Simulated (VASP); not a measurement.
# Sb in VASP: notebook

The runs below take Sb through single point, with PBE, r2SCAN.

All numbers are computed with VASP 6.6.1; they aren't measurements. Logs are shortened: lines on timing, memory, paths and dates and some standing lists are left out, and cuts for length are marked.

**1. The cell of the first run**

The cell holds a slab with vacuum, 4 atoms: a = 5.129 Å, b = 4.240 Å, c = 29.022 Å, α = 90.00°, β = 90.00°, γ = 90.00°.

**2. Single point, PBE**

Contents of INCAR:

```
SYSTEM = Sb
PREC = Accurate
ENCUT = 520
EDIFF = 1E-6
ISMEAR = 0
SIGMA = 0.01
LREAL = .FALSE.
LASPH = .TRUE.
NELM = 80
ALGO = Normal
ISIF = 2
LWAVE = .FALSE.
LCHARG = .FALSE.
LDIPOL = .TRUE.
IDIPOL = 3
DIPOL = 0.5 0.5 0.327
GGA = PE
NBANDS = 18
```

Contents of KPOINTS:

```
regular mesh
0
G
  6 6 1
  0 0 0
```

Contents of POSCAR:

```
Sb
1.0
    5.1294083752      0.0000000000      0.0000000000
    0.0000000000      4.2400767676      0.0000000000
    0.0000000000      0.0000000000     29.0216962420
Sb
4
Direct
    0.0594214760      0.0000000000      0.3752153082
    0.4405785240      0.5000000000      0.3752153082
    0.5594214760      0.5000000000      0.2794673073
    0.9405785240      0.0000000000      0.2794673073
```

Potentials or basis: VASP PAW PBE potentials, release 64 (Sb).

Started as:

```bash
$ cat potpaw_PBE.64/Sb/POTCAR > POTCAR
$ mpirun -np 1 vasp_std > vasp.out
```

OUTCAR:

```text
SYSTEM = Sb
   PREC = Accurate
   ENCUT = 520
   EDIFF = 1E-6
   ISMEAR = 0
   LREAL = .FALSE.
   LASPH = .TRUE.
   NELM = 80
   ISIF = 2
   GGA = PE

 ion  position               nearest neighbor table
   1  0.059  0.000  0.375-   4 2.84   2 2.88   2 2.88
   2  0.441  0.500  0.375-   3 2.84   1 2.88   1 2.88
   3  0.559  0.500  0.279-   2 2.84   4 2.88   4 2.88
   4  0.941  0.000  0.279-   1 2.84   3 2.88   3 2.88

  LATTYP: Found a simple orthorhombic cell.
 ALAT       =     4.2400767676
 B/A-ratio  =     1.2097442231
 C/A-ratio  =     6.8446157541

  Lattice vectors:

 A1 = (   0.0000000000,  -4.2400767676,   0.0000000000)
 A2 = (   5.1294083752,   0.0000000000,   0.0000000000)
 A3 = (   0.0000000000,   0.0000000000,  29.0216962420)

Analysis of symmetry for initial positions (statically):
=====================================================================
 Subroutine PRICEL returns:
 Original cell was already a primitive cell.

 Routine SETGRP: Setting up the symmetry group for a
 simple orthorhombic supercell.

 Subroutine GETGRP returns: Found  8 space group operations
 (whereof  2 operations were pure point group operations)
 out of a pool of  8 trial point group operations.

The static configuration has the point symmetry C_1h.
 The point group associated with its full space group is D_2h.

Analysis of symmetry for dynamics (positions and initial velocities):
=====================================================================
 Subroutine PRICEL returns:
 Original cell was already a primitive cell.

 Routine SETGRP: Setting up the symmetry group for a
 simple orthorhombic supercell.

 Subroutine GETGRP returns: Found  8 space group operations
 (whereof  2 operations were pure point group operations)
 out of a pool of  8 trial point group operations.

The dynamic configuration has the point symmetry C_1h.
 The point group associated with its full space group is D_2h.

 Subroutine INISYM returns: Found  8 space group operations
 (whereof  2 operations are pure point group operations),
 and found     1 'primitive' translations

----------------------------------------------------------------------------------------

                                     Primitive cell

  volume of cell :     631.1953

  direct lattice vectors                    reciprocal lattice vectors
     5.129408375  0.000000000  0.000000000     0.194954257  0.000000000  0.000000000
     0.000000000  4.240076768  0.000000000     0.000000000  0.235844787  0.000000000
     0.000000000  0.000000000 29.021696242     0.000000000  0.000000000  0.034456980

  length of vectors
     5.129408375  4.240076768 29.021696242     0.194954257  0.235844787  0.034456980

  position of ions in fractional coordinates (direct lattice)
     0.059421476  0.000000000  0.375215308
     0.440578524  0.500000000  0.375215308
     0.559421476  0.500000000  0.279467307
     0.940578524  0.000000000  0.279467307

  ion indices of the primitive-cell ions
   primitive index   ion index
                 1           1
                 2           2
                 3           3
                 4           4

----------------------------------------------------------------------------------------

 KPOINTS: regular mesh

Automatic generation of k-mesh.
 Grid dimensions read from file:
 generate k-points for:    6    6    1

 Generating k-lattice:

  Cartesian coordinates                     Fractional coordinates (reciprocal lattice)
     0.032492376  0.000000000  0.000000000     0.166666667  0.000000000  0.000000000
     0.000000000  0.039307464  0.000000000     0.000000000  0.166666667  0.000000000
     0.000000000  0.000000000  0.034456980     0.000000000  0.000000000  1.000000000

  Length of vectors
     0.032492376  0.039307464  0.034456980

  Shift w.r.t. Gamma in fractional coordinates (k-lattice)
     0.000000000  0.000000000  0.000000000

 Subroutine IBZKPT returns following result:
 ===========================================

 Found     16 irreducible k-points:

 Following reciprocal coordinates:
            Coordinates               Weight
  0.000000  0.000000  0.000000      1.000000
  0.166667  0.000000  0.000000      2.000000
  0.333333  0.000000  0.000000      2.000000
  0.500000  0.000000  0.000000      1.000000
  0.000000  0.166667  0.000000      2.000000
  0.166667  0.166667  0.000000      4.000000
[... 8 lines left out ...]
  0.333333  0.500000  0.000000      2.000000
  0.500000  0.500000  0.000000      1.000000
   k-points           NKPTS =     16   k-points in BZ     NKDIM =     16   number of bands    NBANDS=     18
   number of dos      NEDOS =    301   number of ions     NIONS =      4
   total plane-waves  NPLWV = 276480
   dimension x,y,z NGX =    40 NGY =   32 NGZ =  216
   dimension x,y,z NGXF=    80 NGYF=   64 NGZF=  432
   ions per type =               4
   NGX,Y,Z   is equivalent  to a cutoff of  12.96, 12.55, 12.37 a.u.
   NGXF,Y,Z  is equivalent  to a cutoff of  25.93, 25.09, 24.75 a.u.
 SYSTEM =  Sb
   PREC   = accura    normal or accurate (medium, high low for compatibility)
   ISTART =      0    job   : 0-new  1-cont  2-samecut
   ICHARG =      2    charge: 1-file 2-atom 10-const
   ISPIN  =      1    spin polarized calculation?
   LNONCOLLINEAR =      F non collinear calculations
   LSORBIT =      F    spin-orbit coupling
   LASPH  =      T    aspherical Exc in radial PAW
   ENCUT  =  520.0 eV  38.22 Ry    6.18 a.u.   9.54  7.88 53.96*2*pi/ulx,y,z
   NELM   =     80;   NELMIN=  2; NELMDL= -5     # of ELM steps
   EDIFF  = 0.1E-05   stopping-criterion for ELM
   LREAL  =      F    real-space projection
   EDIFFG = 0.1E-04   stopping-criterion for IOM
   NSW    =      0    number of steps for IOM
   IBRION =     -1    ionic relax: 0-MD 1-quasi-New 2-CG
   NFREE  =      0    steps in history (QN), initial steepest desc. (CG)
   ISIF   =      2    stress and relaxation
   ISYM   =      2    0-nonsym 1-usesym 2-fastsym
   POTIM  = 0.5000    time-step for ionic-motion
   TEBEG  =    0.0;   TEEND  =   0.0 temperature during run
   PSTRESS=    0.0 pullay stress
   NELECT =      20.0000    total number of electrons
   NUPDOWN=      -1.0000    fix difference up-down
   EMIN   =  10.00;   EMAX   =-10.00  energy-range for DOS
   EFERMI =   0.00;   METHOD = LEGACY
   ISMEAR =     0;   SIGMA  =   0.01  broadening in eV -4-tet -1-fermi 0-gaus
   EFERMI_NEDOS =   21; number of points for ismear=-14 and -15
   IALGO  =     38    algorithm
   IMIX   =      4    mixing-type and parameters
     AMIX     =   0.40;   BMIX     =  1.00
     AMIX_MAG =   1.60;   BMIX_MAG =  1.00
  volume/ion in A,a.u.               =     157.80      1064.88
  Fermi-wavevector in a.u.,A,eV,Ry     =   0.518040  0.978954  3.651338  0.268366
  Thomas-Fermi vector in A             =   1.534743
   LORBIT       =      0    0 simple, 1 ext, 2 COOP (PROOUT), +10 PAW based schemes
   GGA     = PE    functional components
   LHFCALC =     F    Hartree Fock is set to
   AEXX    =    0.0000 exact exchange contribution
   IVDW    =     0    specifies the selected vdW correction
   LEPSILON=     F    determine dielectric tensor
   LRPA    =     F    only Hartree local field effects (RPA)
 non-spin polarized calculation
 Gauss-broadening in eV      SIGMA  =   0.01
  energy-cutoff  :      520.00
  volume of cell :      631.20
 maximum number of plane-waves:     17055
 NGX is ok and might be reduce to    40
   NGX = 19   NGY = 15   NGZ =107

 dipolmoment           0.000000      0.000000     -0.000002 electrons x Angstroem

 number of electron      20.0000001 magnetization

 dipolmoment           0.000000      0.000000      0.000007 electrons x Angstroem

 Free energy of the ion-electron system (eV)
  ---------------------------------------------------
  ext. energy  EPLUGINS =         0.00000000
  ---------------------------------------------------
  free energy    TOTEN  =       -16.13410906 eV

  energy without entropy =      -16.13410906  energy(sigma->0) =      -16.13410906

 E-fermi :  -2.0348     XC(G=0):  -2.3141

 val. band max:       -2.0832320245   @ k =   0.3333   0.0000   0.0000
 cond. band min:      -1.5542565249   @ k =   0.0000   0.0000   0.0000
 fundamental gap:      0.5289754996
 Fermi energy:        -2.0347647335

 k-point     1 :       0.0000    0.0000    0.0000
  band No.  band energies     occupation
      1     -13.9243      2.00000
      2     -12.1661      2.00000
      3      -9.8929      2.00000
      4      -7.4525      2.00000
      5      -5.9535      2.00000
      6      -5.2977      2.00000
[... 10 lines left out ...]
     17       2.1988      0.00000
     18       2.3056      0.00000

 k-point     2 :       0.1667    0.0000    0.0000
  band No.  band energies     occupation
      1     -13.8049      2.00000
      2     -12.2079      2.00000
      3     -10.0585      2.00000
      4      -8.0108      2.00000
      5      -5.6537      2.00000
      6      -4.8552      2.00000
[... 10 lines left out ...]
     17       2.0478      0.00000
     18       2.1002      0.00000

 k-point     3 :       0.3333    0.0000    0.0000
  band No.  band energies     occupation
      1     -13.4626      2.00000
      2     -12.4619      2.00000
      3     -10.1338      2.00000
      4      -8.9440      2.00000
      5      -5.1254      2.00000
      6      -4.0830      2.00000
[... 10 lines left out ...]
     17       2.2550      0.00000
     18       2.6207      0.00000

 k-point     4 :       0.5000    0.0000    0.0000
  band No.  band energies     occupation
      1     -12.9603      2.00000
      2     -12.9603      2.00000
      3      -9.7260      2.00000
      4      -9.7260      2.00000
      5      -4.4456      2.00000
      6      -4.4456      2.00000
[... 10 lines left out ...]
     17       2.9925      0.00000
     18       2.9925      0.00000

 k-point     5 :       0.0000    0.1667    0.0000
  band No.  band energies     occupation
      1     -13.7170      2.00000
      2     -11.9450      2.00000
      3     -10.2058      2.00000
      4      -7.8767      2.00000
      5      -5.7655      2.00000
      6      -5.0936      2.00000
[... 10 lines left out ...]
     17       2.1324      0.00000
     18       2.2210      0.00000

 k-point     6 :       0.1667    0.1667    0.0000
  band No.  band energies     occupation
      1     -13.6004      2.00000
      2     -12.0003      2.00000
      3     -10.2622      2.00000
      4      -8.2368      2.00000
      5      -5.5651      2.00000
      6      -5.5531      2.00000
[... 10 lines left out ...]
     17       2.0341      0.00000
     18       2.2524      0.00000

 k-point     7 :       0.3333    0.1667    0.0000
  band No.  band energies     occupation
      1     -13.2667      2.00000
      2     -12.2796      2.00000
      3     -10.1768      2.00000
      4      -8.9887      2.00000
      5      -5.5093      2.00000
      6      -5.1003      2.00000
[... 10 lines left out ...]
     17       2.4676      0.00000
     18       2.6249      0.00000

 k-point     8 :       0.5000    0.1667    0.0000
  band No.  band energies     occupation
      1     -12.7769      2.00000
      2     -12.7769      2.00000
      3      -9.7151      2.00000
      4      -9.7151      2.00000
      5      -5.0874      2.00000
      6      -5.0874      2.00000
[... 10 lines left out ...]
     17       3.0400      0.00000
     18       3.0400      0.00000
[... 61 lines left out ...]
     17       2.9152      0.00000
     18       3.1427      0.00000

 k-point    12 :       0.5000    0.3333    0.0000
  band No.  band energies     occupation
      1     -12.2969      2.00000
      2     -12.2969      2.00000
      3      -9.8819      2.00000
      4      -9.8819      2.00000
      5      -6.1594      2.00000
      6      -6.1594      2.00000
[... 10 lines left out ...]
     17       2.9106      0.00000
     18       2.9106      0.00000

 k-point    13 :       0.0000    0.5000    0.0000
  band No.  band energies     occupation
      1     -12.1753      2.00000
      2     -12.1753      2.00000
      3     -10.2612      2.00000
      4     -10.2612      2.00000
      5      -4.8599      2.00000
      6      -4.8599      2.00000
[... 10 lines left out ...]
     17       3.3591      0.00000
     18       3.3591      0.00000

 k-point    14 :       0.1667    0.5000    0.0000
  band No.  band energies     occupation
      1     -12.1199      2.00000
      2     -12.1199      2.00000
      3     -10.2342      2.00000
      4     -10.2342      2.00000
      5      -5.3308      2.00000
      6      -5.3308      2.00000
[... 10 lines left out ...]
     17       2.9745      0.00000
     18       2.9745      0.00000

 k-point    15 :       0.3333    0.5000    0.0000
  band No.  band energies     occupation
      1     -11.9987      2.00000
      2     -11.9987      2.00000
      3     -10.1873      2.00000
      4     -10.1873      2.00000
      5      -5.9831      2.00000
      6      -5.9831      2.00000
[... 10 lines left out ...]
     17       2.5810      0.00000
     18       2.5810      0.00000

 k-point    16 :       0.5000    0.5000    0.0000
  band No.  band energies     occupation
      1     -11.9318      2.00000
      2     -11.9318      2.00000
      3     -10.1694      2.00000
      4     -10.1694      2.00000
      5      -6.2087      2.00000
      6      -6.2087      2.00000
[... 10 lines left out ...]
     17       3.3111      0.00000
     18       3.3111      0.00000

------------------------ aborting loop because EDIFF is reached ----------------------------------------

 vacuum level on the upper side and lower side of the slab       (xc-potential included)        -0.005        -0.006

  FORCE on cell =-STRESS in cart. coord.  units (eV):
  Direction    XX          YY          ZZ          XY          YZ          ZX
  --------------------------------------------------------------------------------------
  -------------------------------------------------------------------------------------
  Total        0.6582947      1.0737628      1.0603524      0.0000000      0.0000000      0.0000000
  in kB        1.6709643      2.7255564      2.6915164      0.0000000      0.0000000      0.0000000
  external PRESSURE =       2.3626790 kB  Pullay stress =       0.0000000 kB

 VOLUME and BASIS-vectors are now :
 -----------------------------------------------------------------------------
  energy-cutoff  :      520.00
  volume of cell :      631.20
      direct lattice vectors                 reciprocal lattice vectors
     5.129408375  0.000000000  0.000000000     0.194954257  0.000000000  0.000000000
     0.000000000  4.240076768  0.000000000     0.000000000  0.235844787  0.000000000
     0.000000000  0.000000000 29.021696242     0.000000000  0.000000000  0.034456980

 POSITION                                       TOTAL-FORCE (eV/Angst)
 -----------------------------------------------------------------------------------
      0.30480      0.00000     10.88938        -0.240528      0.000000      0.191532
      2.25991      2.12004     10.88938         0.240528      0.000000      0.191532
      2.86950      2.12004      8.11062        -0.240528     -0.000000     -0.191532
      4.82461      0.00000      8.11062         0.240528     -0.000000     -0.191532
 -----------------------------------------------------------------------------------
    total drift:                                0.000000     -0.000000      0.000037

  FREE ENERGIE OF THE ION-ELECTRON SYSTEM (eV)
  ---------------------------------------------------
  free  energy   TOTEN  =       -16.1341090631 eV

  energy  without entropy=      -16.1341090631  energy(sigma->0) =      -16.13410906

 vacuum level on the upper side and lower side of the slab         2.121         2.121
```

Run time: 7.1 min. Hardware: 1 thread of AMD EPYC 7R13, shared host; peak memory 0.61 GiB.

What came out:

```
Free energy            : -16.1341 eV
Largest force          : 0.307 eV/Å
Band gap on the k mesh : 0.53 eV, indirect (least direct gap 0.68 eV)
```

Forces on the atoms (eV/Å):
```
Sb  -0.241  0.000  0.192
Sb   0.241  0.000  0.192
Sb  -0.241  0.000 -0.192
Sb   0.241  0.000 -0.192
```

Caveat: spin-orbit coupling is left out, which moves the levels of the heavy elements.

**3. Single point, r2SCAN**

POSCAR is that of step 2.

Contents of INCAR.step1:

```
ALGO = Normal
DIPOL = 0.5 0.5 0.327
EDIFF = 1E-4
ENCUT = 520
GGA = PE
IDIPOL = 3
ISMEAR = 0
LASPH = True
LCHARG = False
LDIPOL = True
LREAL = False
LWAVE = True
NBANDS = 18
NELM = 60
PREC = Accurate
SIGMA = 0.01
```

Contents of INCAR.step2:

```
ALGO = Normal
DIPOL = 0.5 0.5 0.327
EDIFF = 1E-6
ENCUT = 520
IDIPOL = 3
ISIF = 2
ISMEAR = 0
ISTART = 1
LASPH = True
LCHARG = False
LDIPOL = True
LMIXTAU = True
LREAL = False
LWAVE = False
METAGGA = R2SCAN
NBANDS = 18
NELM = 60
PREC = Accurate
SIGMA = 0.01
```

Contents of KPOINTS:

```
k-points
0
Gamma
  6 6 1
```

Potentials or basis: VASP PAW PBE potentials, release 64 (Sb).

Started as:

```bash
$ cat potpaw_PBE.64/Sb/POTCAR > POTCAR
$ cp INCAR.step1 INCAR
$ mpirun -np 1 vasp_std > vasp.out
$ cp INCAR.step2 INCAR
$ mpirun -np 1 vasp_std > vasp.out
```

It took 36 min on 1 thread of AMD EPYC 7R13, shared host; peak memory 0.68 GiB.

It converged, with:

| Quantity | Value |
| --- | --- |
| Free energy | -102.3753 eV |
| Largest force | 0.067 eV/Å |
| Band gap on the k mesh | 0.66 eV, indirect (least direct gap 0.86 eV) |

Forces on the atoms (eV/Å):
```
Sb  -0.049  0.000  0.045
Sb   0.049  0.000  0.045
Sb  -0.049  0.000 -0.045
Sb   0.049  0.000 -0.045
```

Levels at points of the mesh, in eV from the valence-band top:
| k point | band 6 | band 7 | band 8 | band 9 | band 10 | band 11 | band 12 | band 13 | band 14 | band 15 |
| --- | --- | --- | --- | --- | --- | --- | --- | --- | --- | --- |
| (0.00, 0.00, 0.00) | -3.37 | -2.67 | -1.64 | -1.26 | -0.20 | 0.66 | 2.00 | 2.32 | 2.81 | 4.19 |
| (0.50, 0.00, 0.00) | -2.50 | -1.65 | -1.65 | -0.53 | -0.53 | 1.32 | 1.32 | 2.19 | 2.19 | 2.57 |
| (0.00, 0.50, 0.00) | -2.96 | -1.99 | -1.99 | -1.68 | -1.68 | 1.15 | 1.15 | 1.40 | 1.40 | 2.57 |
| (0.50, 0.50, 0.00) | -4.30 | -3.51 | -3.51 | -1.55 | -1.55 | 2.36 | 2.36 | 4.15 | 4.15 | 4.88 |

Caveat: the PAW data sets were made with another functional, which shifts forces and pressure a little; spin-orbit coupling is left out, which moves the levels of the heavy elements.
